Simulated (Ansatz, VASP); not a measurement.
# ScSi4O: VASP beside Ansatz

```
Sc Si O
1.0
     4.80894    0.00000    0.00000
    -2.40447    4.16467    0.00000
     0.00000    0.00000    4.66334
Sc Si O
1 4 1
Direct
  0.00000 0.00000 0.50000
  0.33333 0.66667 0.00000
  0.66667 0.33333 0.00000
  0.33333 0.66667 0.50000
  0.66667 0.33333 0.50000
  0.00000 0.00000 0.00000
```

Alike in both runs: functional PBE; k mesh 12 × 12 × 8; occupations gaussian, width 0.1 eV; no spin polarisation.

Ansatz relaxed the structure, and its values are those at the end. VASP's run is a single point on that final structure, the one shown.

|  | VASP | Ansatz |
| --- | --- | --- |
| version | VASP 6.6.1 | Ansatz 0.2.0 |
| potentials or method | VASP PAW PBE potentials, release 64 (Sc_sv, Si, O), cutoff 520 eV | scalar-relativistic, plane waves, PAW |
| valence electrons in the cell | 33 | 33 |

|  | VASP | Ansatz | Ansatz less VASP |
| --- | --- | --- | --- |
| gap on the k mesh at the Fermi level (eV) | none | none | - |
| pressure (GPa) | 0.0 | 0.0 | -0.03 |

A gap of «none» marks a metal or a gap that the smearing closes.
